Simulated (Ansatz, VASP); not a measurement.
# Two plane-wave programs on Ge

```
Ge
1.0
     0.00000    2.71432    2.92028
     2.71432    0.00000    2.92028
     2.71432    2.71432    0.00000
Ge
2
Direct
  0.00000 0.00000 0.00000
  0.25000 0.25000 0.25000
```

Change from the starting cell: epitaxial_xy strain -4.3%.

Alike in both runs: task single point; functional r2SCAN; k mesh 8 × 8 × 8; occupations fermi-dirac, width 0.02 eV; no spin polarisation.

|  | VASP | Ansatz |
| --- | --- | --- |
| version | VASP 6.6.1 | Ansatz 0.2.0 |
| potentials or method | VASP PAW PBE potentials, release 64 (Ge_d) | plane waves, PAW |
| plane-wave cutoff (eV) | 520 | 500 |
| valence electrons in the cell | 28 | 28 |

```csv
,VASP,Ansatz,Ansatz less VASP
pressure (GPa),4.9,4.8,-0.08
"traceless stress, the component that is largest in VASP (GPa)",-4.72,-4.78,-0.058
```

VASP's potentials were made for PBE, not for r2SCAN.
